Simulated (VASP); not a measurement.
Cu, 1 atom in the cell. The structure is cubic, space group Im-3m (No. 229). The conventional cell has a = 2.663 Å, b = 2.663 Å, c = 2.663 Å, α = 90.00°, β = 90.00°, γ = 90.00°. Within 3.0 Å of Cu (site symmetry m-3m) lie 14 Cu at 2.31 to 2.66 Å. This isn't the form of Cu at room conditions, which is fcc.

- Program: VASP 6.6.1
- Task: relaxation of cell and atoms
- Functional: PBE
- Potentials or basis: VASP PAW PBE potentials, release 64 (Cu)
- Cutoff: 600 eV
- k mesh: 20 × 20 × 20
- Occupations: fermi-dirac, width 0.05 eV
- Spin: no spin polarisation
- Target pressure: 60 GPa
- Dipole correction: no
- Further INCAR settings: ALGO = Normal; EDIFF = 1e-06; IBRION = 2; EDIFFG = -0.005; NSW = 60; ISIF = 3

Potentials or basis: VASP PAW PBE potentials, release 64 (Cu).

Command:

```bash
$ cat potpaw_PBE.64/Cu/POTCAR > POTCAR
$ mpirun -np 1 vasp_std > vasp.out
```

Hardware: 1 thread of Intel Xeon 8259CL (shared host).

Estimate the wall time of this run.

Wall time 90 s on 1 thread of Intel Xeon 8259CL (shared host), peak memory 0.14 GiB. Counts: scf iterations 36, k points 256, ion steps 6.
